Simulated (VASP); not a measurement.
Here is a VASP 6.6.1 calculation.

The input INCAR:

```
SYSTEM = C
ALGO = Normal
EDIFF = 1E-6
ENCUT = 520
GGA = PE
ISIF = 2
ISMEAR = 0
LASPH = .True.
LCHARG = .False.
LREAL = .False.
LWAVE = .False.
NBANDS = 26
NELM = 60
PREC = Accurate
SIGMA = 0.05
```

File KPOINTS:

```
k-points
0
Gamma
  12 12 4
  0 0 0
```

Contents of POSCAR:

```
C
1.0
    2.5180184915      0.0000000000      0.0000000000
   -1.2590092457      2.1806679808      0.0000000000
    0.0000000000      0.0000000000      8.3045881819
C
8
Direct
    0.0595706507      0.0595706507      0.0929681641
    0.0000000000      0.0000000000      0.5929681641
    0.0000000000      0.0000000000      0.4070318359
    0.0000000000      0.0000000000      0.9070318359
    0.3333333333      0.6666666667      0.1555285626
    0.6666666667      0.3333333333      0.6555285626
    0.3333333333      0.6666666667      0.3444714374
    0.6666666667      0.3333333333      0.8444714374
```

Potentials or basis: VASP PAW PBE potentials, release 64 (C).

Launch:

```console
$ cat potpaw_PBE.64/C/POTCAR > POTCAR
$ mpirun -np 1 vasp_std > vasp.out
```

(1) What does it give for the largest force?

(2) What does it give for the pressure?

Results:

(1) 5.735 eV/Å.

(2) 2.7 GPa.

Caveat: the cell differs from its parent crystal (atom 1 (C) moved -0.150 Å towards its neighbour atom 1 (C) at 2.518 Å); forces of over 1 eV/Å act on the atoms, so gaps and moduli don't describe the material at rest.
